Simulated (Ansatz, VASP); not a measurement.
## Two plane-wave programs on Sb

```
Sb
1.0
     0.00000    2.37124    2.37124
     2.37124    0.00000    2.37124
     2.37124    2.37124    0.00000
Sb
1
Direct
  0.00000 0.00000 0.00000
```

Alike in both runs: task single point; functional r2SCAN-based global hybrid; k mesh 6 × 6 × 6; occupations fermi-dirac, width 0.05 eV; no spin polarisation.

|  | VASP | Ansatz |
| --- | --- | --- |
| version | VASP 6.6.1 | Ansatz 0.2.0 |
| potentials or method | VASP PAW PBE potentials, release 64 (Sb) | Ansatz PAW |
| plane-wave cutoff (eV) | 520 | 500 |
| valence electrons in the cell | 5 | 15 |

```tsv
	VASP	Ansatz	Ansatz less VASP
gap on the k mesh at the Fermi level (eV)	none	none	-
pressure (GPa)	-2.0	-0.8	+1.18
```

VASP's potentials were made for PBE, not for r2SCAN-based global hybrid. A gap of «none» marks a metal or a gap that the smearing closes. The functional is the same, so the differences come from potentials, cutoffs and numerics. VASP's potentials hold 5 valence electrons a cell and Ansatz's 15, so a difference there can come from the potentials and not from the codes.

The k mesh is coarse, so the values compare programs but aren't converged. Neither program's run includes spin-orbit coupling.
